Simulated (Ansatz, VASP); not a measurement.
# Bi: VASP beside Ansatz

Contents of INCAR:

```
SYSTEM = Bi
PREC = Accurate
ENCUT = 520
EDIFF = 1E-8
ISMEAR = -1
SIGMA = 0.03
LREAL = .False.
LASPH = .True.
NELM = 100
ALGO = Normal
ISIF = 2
LWAVE = .False.
LCHARG = .False.
GGA = PE
LEFG = .True.
NBANDS = 22
```

File KPOINTS:

```
regular mesh
0
Gamma
  9 9 3
  0 0 0
```

Contents of POSCAR:

```
Bi
1.0
    4.5690607804      0.0000000000      0.0000000000
   -2.2845303902      3.9569227073      0.0000000000
    0.0000000000      0.0000000000     11.9073400314
Bi
2
Direct
    0.3333333333      0.6666666667      0.2500000000
    0.6666666667      0.3333333333      0.7500000000
```

Input for Ansatz:

```yaml
crystal:
  lattice:
    - [4.5690607804, 0.0, 0.0]
    - [-2.2845303902, 3.9569227073, 0.0]
    - [0.0, 0.0, 11.9073400314]
  atoms:
    - { symbol: Bi, position: [0.3333333333, 0.6666666667, 0.25] }
    - { symbol: Bi, position: [0.6666666667, 0.3333333333, 0.75] }
kpoints:
  mp_grid: { grid: [9, 9, 3] }
scf:
  occupations: { method: fermi_dirac, width: 0.03 }
hamiltonian:
  xc: pbe
  pseudopotentials: { kind: all_electron, datasets: crystal }
output:
  forces: true
  stress: true
  eigenvalues: true
  efg: { contact_densities: true }
```

Change from the starting cell: volume scaled by 1.02, crystal datasets.

Alike in both runs: task electric field gradients; functional PBE; k mesh 9 × 9 × 3; occupations fermi-dirac, width 0.03 eV; no spin polarisation.

|  | VASP | Ansatz |
| --- | --- | --- |
| version | VASP 6.6.1 | Ansatz 0.2.0 |
| potentials or method | VASP PAW PBE potentials, release 64 (Bi_d), cutoff 520 eV | all-electron PAW with datasets made for the crystal, scalar-relativistic |

|  | VASP | Ansatz | Ansatz less VASP |
| --- | --- | --- | --- |
| pressure (GPa) | -3.2 | -3.2 | +0.02 |
| traceless stress, the component that is largest in VASP (GPa) | 2.87 | 2.86 | -0.001 |
| size of Vzz on the site where it differs most (V/Å²) | 137.7 | 130.5 | -7.19 |

Ansatz ran all-electron here, and VASP with PAW potentials.

Neither program's run includes spin-orbit coupling.
